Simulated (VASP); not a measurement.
# Rh (Cmcm) in VASP: further runs, part 2 of 2

VASP 6.6.1. The steps go on from the part before.

## Step 3: Single point, LDA (strain +0.0500 x Voigt [1, 0, 0, 0, 0, 0])

Input file INCAR:

```
PREC = Accurate
ENCUT = 520
EDIFF = 1E-6
ISMEAR = 1
SIGMA = 0.02
LREAL = False
LASPH = True
NELM = 100
ALGO = Fast
ISIF = 2
LWAVE = False
LCHARG = True
LELF = True
LVHAR = True
NBANDS = 22
```

Input file KPOINTS:

```
Automatic mesh
0
Gamma
  18 18 12
```

Input file POSCAR:

```
Rh
1.0
    2.8675279943      0.0000000000      0.0000000000
   -1.4337639972      2.3650972278      0.0000000000
    0.0000000000      0.0000000000      4.4284890000
Rh
2
Direct
    0.6666666667      0.3333333333      0.7500000000
    0.3333333333      0.6666666667      0.2500000000
```

Potentials or basis: VASP PAW LDA potentials, release 64 (Rh_pv).

The run is started by

```
> cat potpaw_LDA.64/Rh_pv/POTCAR > POTCAR
> mpirun -np 1 vasp_std > vasp.out
```

OUTCAR:

```text
PREC = Accurate
   ENCUT = 520
   EDIFF = 1E-6
   ISMEAR = 1
   LREAL = False
   LASPH = True
   NELM = 100
   ISIF = 2

 ion  position               nearest neighbor table
   1  0.667  0.333  0.750-   2 2.72   2 2.72   2 2.75   2 2.75   2 2.75   2 2.75
   2  0.333  0.667  0.250-   1 2.72   1 2.72   1 2.75   1 2.75   1 2.75   1 2.75

  Warning from LATTYP: Monoclinic adjustment (A1->A3, A2->A1, A3->A2)!
  LATTYP: Found a base centered orthorhombic cell.
 ALAT       =     2.8675279943
 B/A-ratio  =     1.6495721977
 C/A-ratio  =     1.5443577216

  Lattice vectors:

 A1 = (   1.4337639972,  -2.3650972278,   0.0000000000)
 A2 = (   1.4337639971,   2.3650972278,   0.0000000000)
 A3 = (   0.0000000000,   0.0000000000,   4.4284890000)

Analysis of symmetry for initial positions (statically):
=====================================================================
 Subroutine PRICEL returns:
 Original cell was already a primitive cell.

 Routine SETGRP: Setting up the symmetry group for a
 base centered orthorhombic supercell.

 Subroutine GETGRP returns: Found  8 space group operations
 (whereof  4 operations were pure point group operations)
 out of a pool of  8 trial point group operations.

The static configuration has the point symmetry C_2h.
 The point group associated with its full space group is D_2h.

Analysis of symmetry for dynamics (positions and initial velocities):
=====================================================================
 Subroutine PRICEL returns:
 Original cell was already a primitive cell.

 Routine SETGRP: Setting up the symmetry group for a
 base centered orthorhombic supercell.

 Subroutine GETGRP returns: Found  8 space group operations
 (whereof  4 operations were pure point group operations)
 out of a pool of  8 trial point group operations.

The dynamic configuration has the point symmetry C_2h.
 The point group associated with its full space group is D_2h.

 Subroutine INISYM returns: Found  8 space group operations
 (whereof  4 operations are pure point group operations),
 and found     1 'primitive' translations

----------------------------------------------------------------------------------------

                                     Primitive cell

  volume of cell :      30.0339

  direct lattice vectors                    reciprocal lattice vectors
     2.867527994  0.000000000  0.000000000     0.348732428  0.211407799  0.000000000
    -1.433763997  2.365097228  0.000000000     0.000000000  0.422815599  0.000000000
     0.000000000  0.000000000  4.428489000     0.000000000  0.000000000  0.225810655

  length of vectors
     2.867527994  2.765748379  4.428489000     0.407808244  0.422815599  0.225810655

  position of ions in fractional coordinates (direct lattice)
     0.666666667  0.333333333  0.750000000
     0.333333333  0.666666667  0.250000000

  ion indices of the primitive-cell ions
   primitive index   ion index
                 1           1
                 2           2

----------------------------------------------------------------------------------------

 KPOINTS: Automatic mesh

Automatic generation of k-mesh.
 Grid dimensions read from file:
 generate k-points for:   18   18   12

 Generating k-lattice:

  Cartesian coordinates                     Fractional coordinates (reciprocal lattice)
     0.019374024  0.011744878  0.000000000     0.055555556  0.000000000  0.000000000
     0.000000000  0.023489755  0.000000000     0.000000000  0.055555556  0.000000000
     0.000000000  0.000000000  0.018817555     0.000000000  0.000000000  0.083333333

  Length of vectors
     0.022656014  0.023489755  0.018817555

  Shift w.r.t. Gamma in fractional coordinates (k-lattice)
     0.000000000  0.000000000  0.000000000

 Subroutine IBZKPT returns following result:
 ===========================================

 Found    637 irreducible k-points:

 Following reciprocal coordinates:
            Coordinates               Weight
  0.000000  0.000000  0.000000      1.000000
  0.055556  0.000000  0.000000      4.000000
  0.111111  0.000000  0.000000      4.000000
  0.166667  0.000000  0.000000      4.000000
  0.222222  0.000000  0.000000      4.000000
  0.277778  0.000000  0.000000      4.000000
[... 16 lines left out ...]
 -0.333333  0.055556  0.000000      4.000000
 -0.277778  0.055556  0.000000      4.000000
 [... further k-points ...]
   k-points           NKPTS =    637   k-points in BZ     NKDIM =    637   number of bands    NBANDS=     22
   number of dos      NEDOS =    301   number of ions     NIONS =      2
   total plane-waves  NPLWV =  20736
   dimension x,y,z NGX =    24 NGY =   24 NGZ =   36
   dimension x,y,z NGXF=    48 NGYF=   48 NGZF=   72
   ions per type =               2
   NGX,Y,Z   is equivalent  to a cutoff of  13.91, 14.43, 13.51 a.u.
   NGXF,Y,Z  is equivalent  to a cutoff of  27.83, 28.85, 27.03 a.u.
 SYSTEM =  unknown system
   PREC   = accura    normal or accurate (medium, high low for compatibility)
   ISTART =      0    job   : 0-new  1-cont  2-samecut
   ICHARG =      2    charge: 1-file 2-atom 10-const
   ISPIN  =      1    spin polarized calculation?
   LNONCOLLINEAR =      F non collinear calculations
   LSORBIT =      F    spin-orbit coupling
   LASPH  =      T    aspherical Exc in radial PAW
   ENCUT  =  520.0 eV  38.22 Ry    6.18 a.u.   5.33  5.14  8.23*2*pi/ulx,y,z
   NELM   =    100;   NELMIN=  2; NELMDL= -5     # of ELM steps
   EDIFF  = 0.1E-05   stopping-criterion for ELM
   LREAL  =      F    real-space projection
   EDIFFG = 0.1E-04   stopping-criterion for IOM
   NSW    =      0    number of steps for IOM
   IBRION =     -1    ionic relax: 0-MD 1-quasi-New 2-CG
   NFREE  =      0    steps in history (QN), initial steepest desc. (CG)
   ISIF   =      2    stress and relaxation
   ISYM   =      2    0-nonsym 1-usesym 2-fastsym
   POTIM  = 0.5000    time-step for ionic-motion
   TEBEG  =    0.0;   TEEND  =   0.0 temperature during run
   PSTRESS=    0.0 pullay stress
   NELECT =      30.0000    total number of electrons
   NUPDOWN=      -1.0000    fix difference up-down
   EMIN   =  10.00;   EMAX   =-10.00  energy-range for DOS
   EFERMI =   0.00;   METHOD = LEGACY
   ISMEAR =     1;   SIGMA  =   0.02  broadening in eV -4-tet -1-fermi 0-gaus
   EFERMI_NEDOS =   21; number of points for ismear=-14 and -15
   IALGO  =     68    algorithm
   IMIX   =      4    mixing-type and parameters
     AMIX     =   0.40;   BMIX     =  1.00
     AMIX_MAG =   1.60;   BMIX_MAG =  1.00
  volume/ion in A,a.u.               =      15.02       101.34
  Fermi-wavevector in a.u.,A,eV,Ry     =   1.636482  3.092502 36.437389  2.678073
  Thomas-Fermi vector in A             =   2.727781
   LORBIT       =      0    0 simple, 1 ext, 2 COOP (PROOUT), +10 PAW based schemes
   GGA     = CA    functional components
   LHFCALC =     F    Hartree Fock is set to
   AEXX    =    0.0000 exact exchange contribution
   IVDW    =     0    specifies the selected vdW correction
   LEPSILON=     F    determine dielectric tensor
   LRPA    =     F    only Hartree local field effects (RPA)
 non-spin polarized calculation
 RMM-DIIS sequential band-by-band and
 Methfessel and Paxton  Order N= 1 SIGMA  =   0.02
  energy-cutoff  :      520.00
  volume of cell :       30.03
 maximum number of plane-waves:       832
 NGX is ok and might be reduce to    24
   NGX = 11   NGY = 11   NGZ = 17

 number of electron      29.9999999 magnetization

 Free energy of the ion-electron system (eV)
  ---------------------------------------------------
  ext. energy  EPLUGINS =         0.00000000
  ---------------------------------------------------
  free energy    TOTEN  =       -16.93007548 eV

  energy without entropy =      -16.93007946  energy(sigma->0) =      -16.93007681

 E-fermi :  10.2436     XC(G=0): -13.7936

 val. band max:       10.2417329230   @ k =  -0.1667   0.0556   0.5000
 cond. band min:      10.2436259724   @ k =   0.0000   0.2778   0.3333
 fundamental gap:      0.0018930494
 Fermi energy:        10.2436057360

 k-point     1 :       0.0000    0.0000    0.0000
  band No.  band energies     occupation
      1     -36.4598      2.00000
      2     -35.9380      2.00000
      3     -35.9350      2.00000
      4     -35.8670      2.00000
      5     -35.8445      2.00000
      6     -35.8445      2.00000
[... 14 lines left out ...]
     21      28.4968      0.00000
     22      28.7170      0.00000
[... 552 lines left out ...]
  band No.  band energies     occupation
      1     -36.3626      2.00000
      2     -36.1092      2.00000
      3     -36.0240      2.00000
      4     -35.9984      2.00000
      5     -35.9197      2.00000
      6     -35.8793      2.00000
[... 14 lines left out ...]
     21      25.4070      0.00000
     22      27.3491      0.00000

 [... further k-points ...]
[... 5 lines left out ...]
  --------------------------------------------------------------------------------------
  -------------------------------------------------------------------------------------
  Total       -6.0692072     -4.4970637     -4.8696119      0.0000000      0.0000000      0.0000000
  in kB     -323.7653089   -239.8984213   -259.7722167      0.0000000      0.0000000      0.0000000
  external PRESSURE =    -274.4786490 kB  Pullay stress =       0.0000000 kB

 VOLUME and BASIS-vectors are now :
 -----------------------------------------------------------------------------
  energy-cutoff  :      520.00
  volume of cell :       30.03
      direct lattice vectors                 reciprocal lattice vectors
     2.867527994  0.000000000  0.000000000     0.348732428  0.211407799  0.000000000
    -1.433763997  2.365097228  0.000000000     0.000000000  0.422815599  0.000000000
     0.000000000  0.000000000  4.428489000     0.000000000  0.000000000  0.225810655

 POSITION                                       TOTAL-FORCE (eV/Angst)
 -----------------------------------------------------------------------------------
      1.43376      0.78837      3.32137        -0.000000      0.073424      0.000000
     -0.00000      1.57673      1.10712         0.000000     -0.073424      0.000000
 -----------------------------------------------------------------------------------
    total drift:                               -0.000000      0.000000     -0.000000

  FREE ENERGIE OF THE ION-ELECTRON SYSTEM (eV)
  ---------------------------------------------------
  free  energy   TOTEN  =       -16.9300754792 eV

  energy  without entropy=      -16.9300794569  energy(sigma->0) =      -16.93007681
```

Run time: 3.6 min. Hardware: 1 thread of Intel Xeon 6975P-C, shared host; peak memory 0.41 GiB.

What came out:

```yaml
Free_energy: -16.9301 eV
Pressure: -27.4 GPa
Largest_force: 0.073 eV/Å
Band_gap_on_the_k_mesh: zero (band 15 reaches 10.78 eV, above the bottom of band 16 at 8.72 eV)
```

Forces on the atoms (eV/Å):
```
Rh   0.000  0.073  0.000
Rh   0.000 -0.073  0.000
```

Stress tensor (GPa, compression positive):
```
-32.38   0.00   0.00
  0.00 -23.99   0.00
  0.00   0.00 -25.98
```

Caveat: the cell differs from its parent crystal (strain +0.0500 x Voigt [1, 0, 0, 0, 0, 0]).
